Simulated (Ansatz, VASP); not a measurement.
Be3Cl2: VASP beside Ansatz

```xyz
5
Lattice="4.3234 -3.0194 0.0000 4.3234 3.0194 0.0000 -1.0610 0.0000 3.8204" Properties=species:S:1:pos:R:3 pbc="T T T"
Be    5.2668    0.9195    0.2583
Be    2.3190    0.9195    3.5621
Be    3.7929    1.2601    1.9102
Cl    6.8864   -0.2915    0.5477
Cl    0.6994   -0.2915    3.2727
```

Alike in both runs: task relaxation of cell and atoms; functional PBE; k mesh 6 × 6 × 8; occupations gaussian, width 0.02 eV; no spin polarisation.

```csv
,VASP,Ansatz
version,VASP 6.6.1,Ansatz 0.2.0
potentials or method,"VASP PAW PBE potentials, release 64 (Be, Cl), cutoff 600 eV","scalar-relativistic, plane waves, PAW"
valence electrons in the cell,20,20
```

|  | VASP | Ansatz | Ansatz less VASP |
| --- | --- | --- | --- |
| gap on the k mesh at the Fermi level, each at its own relaxed structure (eV) | 1.18 | 1.18 | 0.000 |
| relaxed volume (Å³/atom) | 20.00 | 19.97 | -0.024 |
| relaxed length of the cell vector where the two differ most in proportion (Å) | 5.276 | 5.272 | -0.0034 |
